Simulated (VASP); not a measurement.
Set up this calculation in VASP 6.6.1, as the native input.

```
Task                   : single point
Functional             : PBE
Potentials or basis    : VASP PAW PBE potentials, release 64 (Cr_pv, Si, Mo_sv)
Cutoff                 : 520 eV
k mesh                 : 6 × 6 × 6
Occupations            : gaussian, width 0.1 eV
Spin                   : no spin polarisation
Dipole correction      : no
Further INCAR settings : ALGO = Normal; EDIFF = 1e-06; NBANDS = 42
```

The structure of CrSi6Mo2 lies in POSCAR:

```
CrSi6Mo2
1.0
   -1.5904889000      3.8830397000      4.7608827000
    1.5904889000     -3.8830397000      4.7608827000
    1.5904889000      3.8830397000     -4.7608827000
Cr Si Mo
1 6 2
Direct
    0.5000000000      0.5000000000      0.0000000000
    0.1760080000      0.8378840000      0.3381240000
    0.8305660000      0.5000000000      0.3305660000
    0.5002400000      0.1621160000      0.3381240000
    0.4997600000      0.8378840000      0.6618760000
    0.1694340000      0.5000000000      0.6694340000
    0.8239920000      0.1621160000      0.6618760000
    0.8334120000      0.8334120000      0.0000000000
    0.1665880000      0.1665880000      0.0000000000
```

The input as run:

INCAR

```
  PREC = Accurate
  ENCUT = 520
  EDIFF = 1E-6
  ISMEAR = 0
  SIGMA = 0.1
  LREAL = F
  LASPH = T
  NELM = 60
  ALGO = Normal
  ISIF = 2
  LWAVE = F
  LCHARG = T
  GGA = PE
  LELF = T
  LVHAR = T
  NBANDS = 42
```

KPOINTS

```
regular mesh
0
Gamma
  6 6 6
```

Potentials or basis: VASP PAW PBE potentials, release 64 (Cr_pv, Si, Mo_sv).

The run is started by

```sh
$ cat potpaw_PBE.64/Cr_pv/POTCAR potpaw_PBE.64/Si/POTCAR potpaw_PBE.64/Mo_sv/POTCAR > POTCAR
$ mpirun -np 1 vasp_std > vasp.out
```

It gave:

The pressure is 0.0 GPa, the largest force is 0.025 eV/Å and the band gap on the k mesh is zero (band 32 reaches 12.26 eV, above the bottom of band 33 at 11.56 eV).

Wall time 19 min on 1 thread of AMD EPYC 7R13 (shared host), peak memory 0.41 GiB.
